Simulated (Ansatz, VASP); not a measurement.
Two plane-wave programs on SiC

```xyz
4
Lattice="3.1816 0.0000 0.0000 -1.5908 2.7553 0.0000 0.0000 0.0000 4.9184" Properties=species:S:1:pos:R:3 pbc="T T T"
Si    0.0000    1.8369    0.1461
Si    1.5908    0.9184    2.6054
C     0.0000    1.8369    1.7474
C     1.5908    0.9184    4.2067
```

Alike in both runs: task single point; functional PBE; k mesh 12 × 12 × 6; occupations gaussian, width 0.02 eV; no spin polarisation.

|  | VASP | Ansatz |
| --- | --- | --- |
| version | VASP 6.6.1 | Ansatz 0.2.0 |
| potentials or method | VASP PAW PBE potentials, release 64 (Si, C), cutoff 520 eV | scalar-relativistic, plane waves, PAW |
| valence electrons in the cell | 16 | 16 |

Ansatz gave:

| Property | Result |
| --- | --- |
| gap on the k mesh at the Fermi level (eV) | 1.16 |
| least direct gap on the mesh (eV) | 3.03 |
| pressure (GPa) | 13.0 |
| traceless stress, the component that is largest in VASP (GPa) | 64.48 |
| rms of the force components (eV/Å) | 5.372 |

Task: Which values does VASP return?

Result: gap on the k mesh at the Fermi level (eV): 1.16; least direct gap on the mesh (eV): 3.03; pressure (GPa): 12.9; traceless stress, the component that is largest in VASP (GPa): 64.51; rms of the force components (eV/Å): 5.368.

Atom by atom the forces differ by 0.004 eV/Å (rms over components).
